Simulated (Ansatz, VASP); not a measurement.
**One calculation of RbBr, two programs**

```xyz
2
Lattice="0.0000 3.4608 3.4608 3.4608 0.0000 3.4608 3.4608 3.4608 0.0000" Properties=species:S:1:pos:R:3 pbc="T T T"
Rb    0.0000    0.0000    0.0000
Br    3.4608    3.4608    3.4608
```

Alike in both runs: task single point; functional PBE-based screened hybrid with a share of 0.3 of exact exchange and HFSCREEN = 0.2078; k mesh 4 × 4 × 4; no spin polarisation.

|  | VASP | Ansatz |
| --- | --- | --- |
| version | VASP 6.6.1 | Ansatz 0.2.0 |
| potentials or method | VASP PAW PBE potentials, release 64 (Rb_sv, Br) | plane waves |
| plane-wave cutoff (eV) | 520 | 420 |
| occupations | gaussian, width 0.01 eV | fixed |
| valence electrons in the cell | 16 | 16 |

|  | VASP | Ansatz | Ansatz less VASP |
| --- | --- | --- | --- |
| gap on the k mesh at the Fermi level (eV) | 5.68 | 5.68 | +0.001 |
| pressure (GPa) | 0.3 | 0.3 | 0.00 |

VASP's potentials were made for PBE, not for PBE-based screened hybrid. Ansatz's warnings: stress exchange threshold loose, stress scf threshold loose.
